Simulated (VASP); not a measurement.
# SrTiO3 (Pm-3m) in VASP: further runs

Aim: see how the results for SrTiO3 move with the level of theory and the settings. Levels: HSE06, r2SCAN. Tasks: single point, relaxation of cell and atoms.

Program: VASP 6.6.1. These are calculated values, not measurements. Logs are shortened: lines on timing, memory, paths and dates and some standing lists are left out, and cuts for length are marked.

### Step 1. The cell of the first run

The structure is cubic, space group Pm-3m (No. 221). Conventional cell: a = 3.907 Å, b = 3.907 Å, c = 3.907 Å, α = 90.00°, β = 90.00°, γ = 90.00°. Sr (site symmetry m-3m) has 12 O at 2.76 Å and 8 Ti at 3.38 Å within 3.6 Å. Within 2.6 Å of Ti (site symmetry m-3m) lie 6 O at 1.95 Å. O (site symmetry 4/mmm) has 2 Ti at 1.95 Å within 2.6 Å.

### Step 2. Single point, HSE06

Contents of POSCAR:

```
SrTiO3
1.0
    3.9068514982      0.0000000000      0.0000000000
    0.0000000000      3.9068514982      0.0000000000
    0.0000000000      0.0000000000      3.9068514982
Sr Ti O
1 1 3
Direct
    0.5000000000      0.5000000000      0.5000000000
    0.0000000000      0.0000000000      0.0000000000
    0.5000000000      0.0000000000      0.0000000000
    0.0000000000      0.5000000000      0.0000000000
    0.0000000000      0.0000000000      0.5000000000
```

Contents of INCAR.step1:

```
SYSTEM = SrTiO3
PREC     = Accurate       ! precision mode
ENCUT    = 520            ! plane-wave cutoff, eV
EDIFF    = 1E-5           ! SCF threshold, eV
ISMEAR   = 0              ! smearing method
SIGMA    = 0.01           ! smearing width, eV
LREAL    = .FALSE.        ! projectors in reciprocal space
LASPH    = .TRUE.         ! aspherical terms in the spheres
NELM     = 80             ! most SCF steps
ALGO     = Normal         ! electronic algorithm
ISIF     = 2              ! what is computed and relaxed
LWAVE    = .TRUE.         ! write WAVECAR
LCHARG   = .FALSE.        ! write CHGCAR
NBANDS   = 28             ! bands
GGA      = PE             ! functional
```

Contents of INCAR.step2:

```
SYSTEM = SrTiO3
PREC     = Accurate       ! precision mode
ENCUT    = 520            ! plane-wave cutoff, eV
EDIFF    = 1E-6           ! SCF threshold, eV
ISMEAR   = 0              ! smearing method
SIGMA    = 0.01           ! smearing width, eV
LREAL    = .FALSE.        ! projectors in reciprocal space
LASPH    = .TRUE.         ! aspherical terms in the spheres
NELM     = 80             ! most SCF steps
ALGO     = Normal         ! electronic algorithm
ISIF     = 2              ! what is computed and relaxed
LWAVE    = .FALSE.        ! write WAVECAR
LCHARG   = .FALSE.        ! write CHGCAR
GGA      = PE             ! functional
LHFCALC  = .TRUE.         ! exact exchange
HFSCREEN = 0.2079         ! screening, 1/A
PRECFOCK = Fast         
NBANDS   = 28             ! bands
ISTART   = 1
```

Contents of KPOINTS:

```
Automatic mesh
0
G
  4 4 4
  0 0 0
```

Potentials or basis: VASP PAW PBE potentials, release 64 (Sr_sv, Ti_sv, O).

Started as:

```console
$ cat potpaw_PBE.64/Sr_sv/POTCAR potpaw_PBE.64/Ti_sv/POTCAR potpaw_PBE.64/O/POTCAR > POTCAR
$ cp INCAR.step1 INCAR
$ mpirun -np 1 vasp_std > vasp.out
$ cp INCAR.step2 INCAR
$ mpirun -np 1 vasp_std > vasp.out
```

OUTCAR:

```text
SYSTEM = SrTiO3
   PREC = Accurate
   ENCUT = 520
   EDIFF = 1E-6
   ISMEAR = 0
   LREAL = .FALSE.
   LASPH = .TRUE.
   NELM = 80
   ISIF = 2
   GGA = PE
   LHFCALC = .TRUE.
   HFSCREEN = 0.2079
   PRECFOCK = Fast
   ISTART = 1

 ion  position               nearest neighbor table
   1  0.500  0.500  0.500-   3 2.76   4 2.76   5 2.76   3 2.76   4 2.76   3 2.76   5 2.76   3 2.76
                             4 2.76   5 2.76   4 2.76   5 2.76   2 3.38   2 3.38   2 3.38   2 3.38
   2  0.000  0.000  0.000-   3 1.95   4 1.95   5 1.95   5 1.95   4 1.95   3 1.95   1 3.38   1 3.38
                             1 3.38   1 3.38   1 3.38   1 3.38   1 3.38   1 3.38
   3  0.500  0.000  0.000-   2 1.95   2 1.95   1 2.76   1 2.76   1 2.76   1 2.76
   4  0.000  0.500  0.000-   2 1.95   2 1.95   1 2.76   1 2.76   1 2.76   1 2.76
   5  0.000  0.000  0.500-   2 1.95   2 1.95   1 2.76   1 2.76   1 2.76   1 2.76

  LATTYP: Found a simple cubic cell.
 ALAT       =     3.9068514982

  Lattice vectors:

 A1 = (   3.9068514982,   0.0000000000,   0.0000000000)
 A2 = (   0.0000000000,   3.9068514982,   0.0000000000)
 A3 = (   0.0000000000,   0.0000000000,   3.9068514982)

Analysis of symmetry for initial positions (statically):
=====================================================================
 Subroutine PRICEL returns:
 Original cell was already a primitive cell.

 Routine SETGRP: Setting up the symmetry group for a
 simple cubic supercell.

 Subroutine GETGRP returns: Found 48 space group operations
 (whereof 48 operations were pure point group operations)
 out of a pool of 48 trial point group operations.

The static configuration has the point symmetry O_h .

Analysis of symmetry for dynamics (positions and initial velocities):
=====================================================================
 Subroutine PRICEL returns:
 Original cell was already a primitive cell.

 Routine SETGRP: Setting up the symmetry group for a
 simple cubic supercell.

 Subroutine GETGRP returns: Found 48 space group operations
 (whereof 48 operations were pure point group operations)
 out of a pool of 48 trial point group operations.

The dynamic configuration has the point symmetry O_h .

 Subroutine INISYM returns: Found 48 space group operations
 (whereof 48 operations are pure point group operations),
 and found     1 'primitive' translations

----------------------------------------------------------------------------------------

[... 94 lines left out ...]
   NELECT =      40.0000    total number of electrons
   NUPDOWN=      -1.0000    fix difference up-down
   EMIN   =  10.00;   EMAX   =-10.00  energy-range for DOS
   EFERMI =   0.00;   METHOD = LEGACY
   ISMEAR =     0;   SIGMA  =   0.01  broadening in eV -4-tet -1-fermi 0-gaus
   EFERMI_NEDOS =   21; number of points for ismear=-14 and -15
   IALGO  =     38    algorithm
   IMIX   =      1    mixing-type and parameters
     AMIX     =   0.40;   BMIX     =  1.00
     AMIX_MAG =   1.60;   BMIX_MAG =  1.00
  volume/ion in A,a.u.               =      11.93        80.48
  Fermi-wavevector in a.u.,A,eV,Ry     =   1.433072  2.708113 27.942211  2.053695
  Thomas-Fermi vector in A             =   2.552630
   LORBIT       =      0    0 simple, 1 ext, 2 COOP (PROOUT), +10 PAW based schemes
   GGA     = PE    functional components
   LHFCALC =     T    Hartree Fock is set to
   PRECFOCK=fast      Normal, Fast or Accurate (Low or Medium for compatibility)
   ENCUT4O =  -1.0   cutoff for four orbital integrals eV
   NKREDX  =     1    reduce k-point grid by
   NKREDY  =     1    reduce k-point grid by
   NKREDZ  =     1    reduce k-point grid by
   AEXX    =    0.2500 exact exchange contribution
   HFSCREEN=    0.2079 screening length (either q_TF or 0.3 A-1)
   HFSCREENC=   0.2079 screening length for correlation (either q_TF or 0.3 A-1)
   ENCUTFOCK=  -1.0 apply spherical cutoff to Coloumb kernel
   IVDW    =     0    specifies the selected vdW correction
   LEPSILON=     F    determine dielectric tensor
   LRPA    =     F    only Hartree local field effects (RPA)
 non-spin polarized calculation
 Gauss-broadening in eV      SIGMA  =   0.01
  energy-cutoff  :      520.00
  volume of cell :       59.63
 maximum number of plane-waves:      1640
 NGX is ok and might be reduce to    30
  NGX = 16; NGY = 16; NGZ = 16

 number of electron      40.0000004 magnetization

 Free energy of the ion-electron system (eV)
  ---------------------------------------------------
  ext. energy  EPLUGINS =         0.00000000
  ---------------------------------------------------
  free energy    TOTEN  =       -48.61382136 eV

  energy without entropy =      -48.61382136  energy(sigma->0) =      -48.61382136

 E-fermi :   3.2567     XC(G=0):  -9.2477

 val. band max:        3.1346378029   @ k =   0.5000   0.5000   0.5000
 cond. band min:       6.4197370543   @ k =   0.0000   0.0000   0.0000
 fundamental gap:      3.2850992514
 Fermi energy:         3.2566543826

 k-point     1 :       0.0000    0.0000    0.0000
  band No.  band energies     occupation
      1     -57.7134      2.00000
      2     -32.2947      2.00000
      3     -32.2947      2.00000
      4     -32.2947      2.00000
      5     -31.5538      2.00000
      6     -15.9804      2.00000
[... 299 lines left out ...]
     27      13.3692      0.00000
     28      13.3692      0.00000

------------------------ aborting loop because EDIFF is reached ----------------------------------------

  FORCE on cell =-STRESS in cart. coord.  units (eV):
  Direction    XX          YY          ZZ          XY          YZ          ZX
  --------------------------------------------------------------------------------------
  -------------------------------------------------------------------------------------
  Total       -0.4145269     -0.4145269     -0.4145269     -0.0000000     -0.0000000      0.0000000
  in kB      -11.1373673    -11.1373673    -11.1373673     -0.0000000     -0.0000000      0.0000000
  external PRESSURE =     -11.1373673 kB  Pullay stress =       0.0000000 kB

 VOLUME and BASIS-vectors are now :
 -----------------------------------------------------------------------------
  energy-cutoff  :      520.00
  volume of cell :       59.63
      direct lattice vectors                 reciprocal lattice vectors
     3.906851498  0.000000000  0.000000000     0.255960586  0.000000000  0.000000000
     0.000000000  3.906851498  0.000000000     0.000000000  0.255960586  0.000000000
     0.000000000  0.000000000  3.906851498     0.000000000  0.000000000  0.255960586

 POSITION                                       TOTAL-FORCE (eV/Angst)
 -----------------------------------------------------------------------------------
      1.95343      1.95343      1.95343         0.000000      0.000000      0.000000
      0.00000      0.00000      0.00000         0.000000      0.000000      0.000000
      1.95343      0.00000      0.00000         0.000000      0.000000      0.000000
      0.00000      1.95343      0.00000         0.000000      0.000000      0.000000
      0.00000      0.00000      1.95343         0.000000      0.000000      0.000000
 -----------------------------------------------------------------------------------
    total drift:                               -0.000001     -0.000006      0.000007

  FREE ENERGIE OF THE ION-ELECTRON SYSTEM (eV)
  ---------------------------------------------------
  free  energy   TOTEN  =       -48.6138213567 eV

  energy  without entropy=      -48.6138213567  energy(sigma->0) =      -48.61382136
```

OSZICAR.step1:

```text
N       E                     dE             d eps       ncg     rms          rms(c)
DAV:   1     0.425546009473E+03    0.42555E+03   -0.20904E+04   560   0.154E+03
DAV:   2    -0.872791593425E+01   -0.43427E+03   -0.41671E+03   636   0.430E+02
DAV:   3    -0.478767715480E+02   -0.39149E+02   -0.38826E+02   656   0.132E+02
DAV:   4    -0.503368646838E+02   -0.24601E+01   -0.24557E+01   948   0.275E+01
DAV:   5    -0.503705231062E+02   -0.33658E-01   -0.33652E-01   732   0.309E+00    0.266E+01
DAV:   6    -0.400897306689E+02    0.10281E+02   -0.53187E+01   732   0.641E+01    0.148E+01
DAV:   7    -0.401288655449E+02   -0.39135E-01   -0.75656E+00   696   0.206E+01    0.108E+01
DAV:   8    -0.401482472769E+02   -0.19382E-01   -0.14102E+00   672   0.129E+01    0.296E+00
DAV:   9    -0.400714863616E+02    0.76761E-01   -0.32776E-01   684   0.563E+00    0.117E+00
DAV:  10    -0.400652790169E+02    0.62073E-02   -0.81396E-02   744   0.212E+00    0.614E-01
DAV:  11    -0.400609785827E+02    0.43004E-02   -0.18257E-02   868   0.128E+00    0.124E-01
DAV:  12    -0.400609311678E+02    0.47415E-04   -0.14729E-03   668   0.395E-01    0.807E-02
DAV:  13    -0.400609844804E+02   -0.53313E-04   -0.30814E-04   804   0.128E-01    0.635E-02
DAV:  14    -0.400609720432E+02    0.12437E-04   -0.46247E-05   612   0.570E-02    0.244E-02
DAV:  15    -0.400609660109E+02    0.60322E-05   -0.16930E-05   504   0.442E-02
   1 F= -.40060966E+02 E0= -.40060966E+02  d E =-.195670E-76
```

It took 37 min on 1 thread of Intel Xeon 8259CL, shared host; peak memory 0.26 GiB.

Results:

| Quantity | Value |
| --- | --- |
| Free energy | -48.6138 eV |
| Pressure | -1.1 GPa |
| Band gap on the k mesh | 3.29 eV (least direct gap 3.67 eV) |

Caveat: the PAW data sets were made with another functional, which shifts forces and pressure a little. A k mesh can miss the band edges.

### Step 3. Relaxation of cell and atoms, r2SCAN

This run uses another cell than the first one, of 12.20 Å³/atom.

POSCAR, as its differences from that of step 2:

```diff
@@ -2,5 +2,5 @@
 1.0
-    3.9068514982      0.0000000000      0.0000000000
-    0.0000000000      3.9068514982      0.0000000000
-    0.0000000000      0.0000000000      3.9068514982
+    3.9364184694      0.0000000000      0.0000000000
+    0.0000000000      3.9364184694      0.0000000000
+    0.0000000000      0.0000000000      3.9364184694
 Sr Ti O
```

Contents of INCAR.step1:

```
SYSTEM = SrTiO3
ALGO = Normal
EDIFF = 1E-4
ENCUT = 600
GGA = PE
ISMEAR = -1
LASPH = .TRUE.
LCHARG = .FALSE.
LREAL = .FALSE.
LWAVE = .TRUE.
NELM = 60
PREC = Accurate
SIGMA = 0.02
```

Contents of INCAR.step2:

```
SYSTEM = SrTiO3
ALGO = Normal
EDIFF = 1E-6
EDIFFG = -0.005
ENCUT = 600
IBRION = 2
ISIF = 3
ISMEAR = -1
ISTART = 1
LASPH = .TRUE.
LCHARG = .FALSE.
LMIXTAU = .TRUE.
LREAL = .FALSE.
LWAVE = .FALSE.
METAGGA = R2SCAN
NELM = 60
NSW = 80
PREC = Accurate
SIGMA = 0.02
```

Contents of KPOINTS:

```
k-points
0
G
  6 6 6
  0 0 0
```

Potentials or basis: VASP PAW PBE potentials, release 64 (Sr_sv, Ti_sv, O).

Started as:

```console
$ cat potpaw_PBE.64/Sr_sv/POTCAR potpaw_PBE.64/Ti_sv/POTCAR potpaw_PBE.64/O/POTCAR > POTCAR
$ cp INCAR.step1 INCAR
$ mpirun -np 1 vasp_std > vasp.out
$ cp INCAR.step2 INCAR
$ mpirun -np 1 vasp_std > vasp.out
```

Run time: 2.1 min. Hardware: 1 thread of Intel Xeon 6975P-C (Granite Rapids), shared host; peak memory 0.22 GiB.

The run converged. Its results:

```yaml
Free_energy: -63.3413 eV
Relaxed_volume: 11.97 Å³/atom
Relaxed_cell: a = 3.912 Å, b = 3.912 Å, c = 3.912 Å, α = 90.00°, β = 90.00°, γ = 90.00°
Space_group_after_relaxing_to_0.1_Å: Pm-3m (No. 221)
Energy_gained_by_relaxing: 2.4 meV/atom
Ionic_steps: 3
Pressure_after_relaxing: 0.0 GPa
Band_gap_on_the_k_mesh: 2.26 eV (least direct gap 2.65 eV)
```

The path:
```csv
step,energy change (eV),largest force (eV/Å),pressure (GPa),volume (Å³)
1,0.0000,0.0000,-3.35,61.00
2,0.0002,0.0000,3.65,58.77
3,-0.0120,0.0000,0.00,59.87
```

Final structure:
```yaml
crystal:
  lattice:
    - [3.91209, 0.00000, 0.00000]
    - [0.00000, 3.91209, 0.00000]
    - [0.00000, 0.00000, 3.91209]
  atoms:
    - { symbol: Sr, position: [0.50000, 0.50000, 0.50000] }
    - { symbol: Ti, position: [0.00000, 0.00000, 0.00000] }
    - { symbol: O, position: [0.50000, 0.00000, 0.00000] }
    - { symbol: O, position: [0.00000, 0.50000, 0.00000] }
    - { symbol: O, position: [0.00000, 0.00000, 0.50000] }
```

Levels at points of the mesh, in eV from the valence-band top:
```
           k point  band 18  band 19  band 20  band 21  band 22  band 23
(0.00, 0.00, 0.00)    -0.39    -0.39    -0.39     2.26     2.26     2.26
(0.50, 0.00, 0.00)    -1.99    -0.77    -0.77     2.42     4.15     4.15
(0.50, 0.50, 0.00)    -1.60    -1.60    -0.09     4.16     4.16     4.64
(0.50, 0.50, 0.50)     0.00     0.00     0.00     4.85     4.85     4.85
```

Caveat: the PAW data sets were made with another functional, which shifts forces and pressure a little. r2SCAN opens gaps a little over a GGA but as a rule still falls short of measured ones.
